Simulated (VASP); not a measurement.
CoO:

```
Co O
1.0
     0.00000    2.13150    2.13150
     2.13150    0.00000    2.13150
     2.13150    2.13150    0.00000
Co O
1 1
Direct
  0.00000 0.00000 0.00000
  0.50000 0.50000 0.50000
```

Base run:

* Program: VASP 6.6.1
* Functional: PBE
* Potentials or basis: VASP PAW PBE potentials, release 64 (Co_sv, O)
* Cutoff: 700 eV
* k mesh: 9 × 9 × 9
* Occupations: fermi-dirac, width 0.05 eV
* Spin: collinear spin, ferromagnetic start
* Starting moments: [1.0, 0.0] μB
* Fixed moment: 1 μB

Its results: pressure -16.3 GPa; site moments Co +0.99; O -0.04 μB.

The run is repeated on the same cell with these changes: fixed moment from 1 μB to 1.5 μB; moments at the start from [1.0, 0.0] to [1.5, 0.0]. What comes out?

Pressure -13.5 GPa; site moments Co +1.43; O +0.00 μB.

Caveats: the cell stands under tension; the total moment is fixed, so each spin has its own Fermi level and the state may be an excited one; a cell with one magnetic atom can't hold antiferromagnetic order, which such compounds often take.
